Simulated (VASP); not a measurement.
# Sc3Al (Pm-3m) in VASP: a series of runs, part 2 of 2

VASP 6.6.1.

## (3) Single point, r2SCAN (19.74 Å³/atom)

This run uses another cell than the first one, of 19.74 Å³/atom.

The input, POSCAR:

```
Sc3Al
1.0
    4.2899009867      0.0000000000      0.0000000000
    0.0000000000      4.2899009867      0.0000000000
    0.0000000000      0.0000000000      4.2899009867
Sc Al
3 1
Direct
    0.5000000000      0.0000000000      0.5000000000
    0.0000000000      0.5000000000      0.5000000000
    0.5000000000      0.5000000000      0.0000000000
    0.0000000000      0.0000000000      0.0000000000
```

The input, INCAR.step1:

```
SYSTEM = Sc3Al
PREC     = Accurate       ! precision mode
ENCUT    = 520            ! plane-wave cutoff, eV
ISMEAR   = 0              ! smearing method
SIGMA    = 0.1            ! smearing width, eV
LREAL    = .False.        ! projectors in reciprocal space
LASPH    = .True.         ! aspherical terms in the spheres
NELM     = 100            ! most SCF steps
NBANDS   = 26             ! bands
GGA      = PE             ! functional
ALGO     = Normal         ! electronic algorithm
EDIFF    = 1E-4           ! SCF threshold, eV
LWAVE    = .True.         ! write WAVECAR
LCHARG   = .False.        ! write CHGCAR
```

The input, INCAR.step2:

```
SYSTEM = Sc3Al
PREC     = Accurate       ! precision mode
ENCUT    = 520            ! plane-wave cutoff, eV
EDIFF    = 1E-7           ! SCF threshold, eV
ISMEAR   = 0              ! smearing method
SIGMA    = 0.1            ! smearing width, eV
LREAL    = .False.        ! projectors in reciprocal space
LASPH    = .True.         ! aspherical terms in the spheres
NELM     = 100            ! most SCF steps
ALGO     = Normal         ! electronic algorithm
ISIF     = 2              ! what is computed and relaxed
LWAVE    = .False.        ! write WAVECAR
LCHARG   = .True.         ! write CHGCAR
METAGGA  = R2SCAN         ! meta-GGA
LMIXTAU  = .True.       
LELF     = .True.         ! ELF
LVHAR    = .True.       
NBANDS   = 26             ! bands
ISTART   = 1
```

The input, KPOINTS:

```
regular mesh
0
Gamma
  10 10 10
  0 0 0
```

Potentials or basis: VASP PAW PBE potentials, release 64 (Sc_sv, Al).

Launch:

```console
> cat potpaw_PBE.64/Sc_sv/POTCAR potpaw_PBE.64/Al/POTCAR > POTCAR
> cp INCAR.step1 INCAR
> mpirun -np 1 vasp_std > vasp.out
> cp INCAR.step2 INCAR
> mpirun -np 1 vasp_std > vasp.out
```

OUTCAR:

```text
SYSTEM = Sc3Al
   PREC = Accurate
   ENCUT = 520
   EDIFF = 1E-7
   ISMEAR = 0
   LREAL = .False.
   LASPH = .True.
   NELM = 100
   ISIF = 2
   METAGGA = R2SCAN
   ISTART = 1

 ion  position               nearest neighbor table
   1  0.500  0.000  0.500-   2 3.03   3 3.03   4 3.03   3 3.03   4 3.03   2 3.03   3 3.03   3 3.03
                             2 3.03   4 3.03   4 3.03   2 3.03
   2  0.000  0.500  0.500-   1 3.03   3 3.03   4 3.03   3 3.03   4 3.03   1 3.03   4 3.03   4 3.03
                             1 3.03   3 3.03   3 3.03   1 3.03
   3  0.500  0.500  0.000-   1 3.03   2 3.03   4 3.03   1 3.03   2 3.03   1 3.03   4 3.03   1 3.03
                             2 3.03   4 3.03   2 3.03   4 3.03
   4  0.000  0.000  0.000-   1 3.03   2 3.03   3 3.03   1 3.03   2 3.03   2 3.03   3 3.03   2 3.03
                             1 3.03   3 3.03   1 3.03   3 3.03

  LATTYP: Found a simple cubic cell.
 ALAT       =     4.2899009867

  Lattice vectors:

 A1 = (   4.2899009867,   0.0000000000,   0.0000000000)
 A2 = (   0.0000000000,   4.2899009867,   0.0000000000)
 A3 = (   0.0000000000,   0.0000000000,   4.2899009867)

Analysis of symmetry for initial positions (statically):
=====================================================================
 Subroutine PRICEL returns:
 Original cell was already a primitive cell.

 Routine SETGRP: Setting up the symmetry group for a
 simple cubic supercell.

 Subroutine GETGRP returns: Found 48 space group operations
 (whereof 48 operations were pure point group operations)
 out of a pool of 48 trial point group operations.

The static configuration has the point symmetry O_h .

Analysis of symmetry for dynamics (positions and initial velocities):
=====================================================================
 Subroutine PRICEL returns:
 Original cell was already a primitive cell.

 Routine SETGRP: Setting up the symmetry group for a
 simple cubic supercell.

 Subroutine GETGRP returns: Found 48 space group operations
 (whereof 48 operations were pure point group operations)
 out of a pool of 48 trial point group operations.

The dynamic configuration has the point symmetry O_h .

 Subroutine INISYM returns: Found 48 space group operations
 (whereof 48 operations are pure point group operations),
 and found     1 'primitive' translations

----------------------------------------------------------------------------------------

                                     Primitive cell

  volume of cell :      78.9481

  direct lattice vectors                    reciprocal lattice vectors
     4.289900987  0.000000000  0.000000000     0.233105613  0.000000000  0.000000000
     0.000000000  4.289900987  0.000000000     0.000000000  0.233105613  0.000000000
     0.000000000  0.000000000  4.289900987     0.000000000  0.000000000  0.233105613

  length of vectors
     4.289900987  4.289900987  4.289900987     0.233105613  0.233105613  0.233105613

  position of ions in fractional coordinates (direct lattice)
     0.500000000  0.000000000  0.500000000
     0.000000000  0.500000000  0.500000000
     0.500000000  0.500000000  0.000000000
     0.000000000  0.000000000  0.000000000

  ion indices of the primitive-cell ions
   primitive index   ion index
                 1           1
                 2           2
                 3           3
                 4           4
[... 28 lines left out ...]
            Coordinates               Weight
  0.000000  0.000000  0.000000      1.000000
  0.100000  0.000000  0.000000      6.000000
  0.200000  0.000000  0.000000      6.000000
  0.300000  0.000000  0.000000      6.000000
  0.400000  0.000000  0.000000      6.000000
  0.500000  0.000000  0.000000      3.000000
[... 16 lines left out ...]
  0.200000  0.100000  0.100000     24.000000
  0.300000  0.100000  0.100000     24.000000
 [... further k-points ...]
   k-points           NKPTS =     56   k-points in BZ     NKDIM =     56   number of bands    NBANDS=     26
   number of dos      NEDOS =    301   number of ions     NIONS =      4
   total plane-waves  NPLWV =  32768
   dimension x,y,z NGX =    32 NGY =   32 NGZ =   32
   dimension x,y,z NGXF=    64 NGYF=   64 NGZF=   64
   ions per type =               3   1
   NGX,Y,Z   is equivalent  to a cutoff of  12.40, 12.40, 12.40 a.u.
   NGXF,Y,Z  is equivalent  to a cutoff of  24.80, 24.80, 24.80 a.u.
 SYSTEM =  Sc3Al
   PREC   = accura    normal or accurate (medium, high low for compatibility)
   ISTART =      1    job   : 0-new  1-cont  2-samecut
   ICHARG =      0    charge: 1-file 2-atom 10-const
   ISPIN  =      1    spin polarized calculation?
   LNONCOLLINEAR =      F non collinear calculations
   LSORBIT =      F    spin-orbit coupling
   LASPH  =      T    aspherical Exc in radial PAW
   ENCUT  =  520.0 eV  38.22 Ry    6.18 a.u.   7.98  7.98  7.98*2*pi/ulx,y,z
   NELM   =    100;   NELMIN=  2; NELMDL=  0     # of ELM steps
   EDIFF  = 0.1E-06   stopping-criterion for ELM
   LREAL  =      F    real-space projection
   EDIFFG = 0.1E-05   stopping-criterion for IOM
   NSW    =      0    number of steps for IOM
   IBRION =     -1    ionic relax: 0-MD 1-quasi-New 2-CG
   NFREE  =      0    steps in history (QN), initial steepest desc. (CG)
   ISIF   =      2    stress and relaxation
   ISYM   =      2    0-nonsym 1-usesym 2-fastsym
   POTIM  = 0.5000    time-step for ionic-motion
   TEBEG  =    0.0;   TEEND  =   0.0 temperature during run
   PSTRESS=    0.0 pullay stress
   NELECT =      36.0000    total number of electrons
   NUPDOWN=      -1.0000    fix difference up-down
   EMIN   =  10.00;   EMAX   =-10.00  energy-range for DOS
   EFERMI =   0.00;   METHOD = LEGACY
   ISMEAR =     0;   SIGMA  =   0.10  broadening in eV -4-tet -1-fermi 0-gaus
   EFERMI_NEDOS =   21; number of points for ismear=-14 and -15
   IALGO  =     38    algorithm
   IMIX   =      4    mixing-type and parameters
     AMIX     =   0.40;   BMIX     =  1.00
     AMIX_MAG =   1.60;   BMIX_MAG =  1.00
  volume/ion in A,a.u.               =      19.74       133.19
  Fermi-wavevector in a.u.,A,eV,Ry     =   1.260071  2.381189 21.603048  1.587779
  Thomas-Fermi vector in A             =   2.393599
   LORBIT       =      0    0 simple, 1 ext, 2 COOP (PROOUT), +10 PAW based schemes
   METAGGA = R2SCAN    functional components
   LHFCALC =     F    Hartree Fock is set to
   AEXX    =    0.0000 exact exchange contribution
   IVDW    =     0    specifies the selected vdW correction
   LEPSILON=     F    determine dielectric tensor
   LRPA    =     F    only Hartree local field effects (RPA)
 non-spin polarized calculation
 Gauss-broadening in eV      SIGMA  =   0.10
  energy-cutoff  :      520.00
  volume of cell :       78.95
 maximum number of plane-waves:      2176
 NGX is ok and might be reduce to    32
   NGX = 15   NGY = 15   NGZ = 15

 number of electron      36.0000015 magnetization

 Free energy of the ion-electron system (eV)
  ---------------------------------------------------
  ext. energy  EPLUGINS =         0.00000000
  ---------------------------------------------------
  free energy    TOTEN  =       -41.69861520 eV

  energy without entropy =      -41.67441283  energy(sigma->0) =      -41.68651402

 E-fermi :   5.5034     XC(G=0): -11.2316

 val. band max:        5.4988780361   @ k =   0.4000   0.3000   0.1000
 cond. band min:       5.5147771326   @ k =   0.4000   0.0000   0.0000
 fundamental gap:      0.0158990965
 Fermi energy:         5.5033539437

 k-point     1 :       0.0000    0.0000    0.0000
  band No.  band energies     occupation
      1     -45.8685      2.00000
      2     -45.7179      2.00000
      3     -45.7179      2.00000
      4     -23.7885      2.00000
      5     -23.7885      2.00000
      6     -23.7885      2.00000
[... 685 lines left out ...]
     25       8.5103      0.00000
     26       8.8949      0.00000

 [... further k-points ...]

------------------------ aborting loop because EDIFF is reached ----------------------------------------

  FORCE on cell =-STRESS in cart. coord.  units (eV):
  Direction    XX          YY          ZZ          XY          YZ          ZX
  --------------------------------------------------------------------------------------
  -------------------------------------------------------------------------------------
  Total        3.7154154      3.7154154      3.7154154     -0.0000000     -0.0000000      0.0000000
  in kB       75.4008354     75.4008354     75.4008354     -0.0000000     -0.0000000      0.0000000
  external PRESSURE =      75.4008354 kB  Pullay stress =       0.0000000 kB

 VOLUME and BASIS-vectors are now :
 -----------------------------------------------------------------------------
  energy-cutoff  :      520.00
  volume of cell :       78.95
      direct lattice vectors                 reciprocal lattice vectors
     4.289900987  0.000000000  0.000000000     0.233105613  0.000000000  0.000000000
     0.000000000  4.289900987  0.000000000     0.000000000  0.233105613  0.000000000
     0.000000000  0.000000000  4.289900987     0.000000000  0.000000000  0.233105613

 POSITION                                       TOTAL-FORCE (eV/Angst)
 -----------------------------------------------------------------------------------
      2.14495      0.00000      2.14495         0.000000      0.000000      0.000000
      0.00000      2.14495      2.14495         0.000000      0.000000      0.000000
      2.14495      2.14495      0.00000         0.000000      0.000000      0.000000
      0.00000      0.00000      0.00000         0.000000      0.000000      0.000000
 -----------------------------------------------------------------------------------
    total drift:                                0.000000     -0.000000     -0.000000

  FREE ENERGIE OF THE ION-ELECTRON SYSTEM (eV)
  ---------------------------------------------------
  free  energy   TOTEN  =       -41.6986152013 eV

  energy  without entropy=      -41.6744128300  energy(sigma->0) =      -41.68651402
```

Run time: 1.9 min. Hardware: 1 thread of Intel Xeon 6975P-C (Granite Rapids), shared host; peak memory 0.25 GiB.

Results:

```
Free energy            : -41.6986 eV
Pressure               : 7.5 GPa
Band gap on the k mesh : zero (bands 18 and 19 overlap by 1.64 eV)
```

Caveat: the cell stands under pressure; the PAW data sets were made with another functional, which shifts forces and pressure a little.
